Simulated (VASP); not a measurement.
## TiN: single point with PBEsol

Crystal: TiN.

```xyz
2
Lattice="0.0000 2.1636 2.1636 2.1636 0.0000 2.1636 2.1636 2.1636 0.0000" Properties=species:S:1:pos:R:3 pbc="T T T"
Ti    0.0000    0.0000    0.0000
N     2.1636    2.1636    2.1636
```

This cell differs from its parent crystal: volume scaled by 1.06.

```json
{
 "Program": "VASP 6.6.1",
 "Task": "single point",
 "Functional": "PBEsol",
 "Potentials or basis": "VASP PAW PBE potentials, release 64 (Ti_sv, N)",
 "Cutoff": "600 eV",
 "k mesh": "13 × 13 × 13",
 "Occupations": "fermi-dirac, width 0.05 eV",
 "Spin": "no spin polarisation"
}
```

```json
{
  "Pressure": "-21.3 GPa"
}
```

Levels at points of the mesh, in eV from the Fermi level:
```tsv
k point	band 6	band 7	band 8	band 9	band 10	band 11	band 12	band 13
(0.00, 0.00, 0.00)	-1.96	-1.96	-1.96	-0.60	-0.60	-0.60	0.50	0.50
```

It took 42 s on 1 thread of Intel Xeon 8259CL, with other jobs on the host, peak memory 0.16 GiB.

Caveat: the PAW data sets were made with another functional, which shifts forces and pressure a little.
